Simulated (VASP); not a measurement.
Wanted: the native input for a VASP 6.6.1 run.

| Property | Result |
| --- | --- |
| Task | single point |
| Functional | PBEsol |
| Potentials or basis | VASP PAW PBE potentials, release 64 (Ni, H) |
| Cutoff | 520 eV |
| k mesh | 12 × 12 × 6 |
| Occupations | fermi-dirac, width 0.05 eV |
| Spin | collinear spin, ferromagnetic start |
| Starting moments | [2.0, 2.0, 0.0] μB |
| Dipole correction | no |
| Further INCAR settings | ALGO = Normal; EDIFF = 1e-07; NBANDS = 22 |

The structure of Ni2H lies in POSCAR:

```
Ni2H
1.0
    2.6430021000      0.0000000000      0.0000000000
   -1.3215010500      2.2889069600      0.0000000000
    0.0000000000      0.0000000000      4.3080000000
Ni H
2 1
Direct
    0.3333333300      0.6666666700      0.2610000000
    0.6666666700      0.3333333300      0.7960000000
    0.0000000000      0.0000000000      0.0280000000
```

These files were run (other wordings do the same):

INCAR

```
SYSTEM = Ni2H
  PREC = Accurate
  ENCUT = 520
  EDIFF = 1E-7
  ISMEAR = -1
  SIGMA = 0.05
  LREAL = .FALSE.
  LASPH = .TRUE.
  NELM = 150
  ALGO = Normal
  ISIF = 2
  LWAVE = .FALSE.
  LCHARG = .FALSE.
  ISPIN = 2
  MAGMOM = 2 2 0
  LORBIT = 11
  LMAXMIX = 4
  GGA = PS
  NBANDS = 22
```

KPOINTS

```
regular mesh
0
G
  12 12 6
  0 0 0
```

Potentials or basis: VASP PAW PBE potentials, release 64 (Ni, H).

Launch:

```bash
$ cat potpaw_PBE.64/Ni/POTCAR potpaw_PBE.64/H/POTCAR > POTCAR
$ mpirun -np 1 vasp_std > vasp.out
```

It gave:

```
Pressure                                              : -16.8 GPa
Largest force                                         : 1.063 eV/Å
Net moment                                            : 0.51 μB per cell
Site moments                                          : Ni +0.26; H -0.00 μB
Valence electrons inside the program's atomic spheres : Ni 9.25; H 0.53
```

Caveat: the cell stands under tension; the PAW data sets were made with another functional, which shifts forces and pressure a little.

Wall time 3 min on 1 thread of Oxide Virtual Turin-like Processor (shared host), peak memory 0.17 GiB.
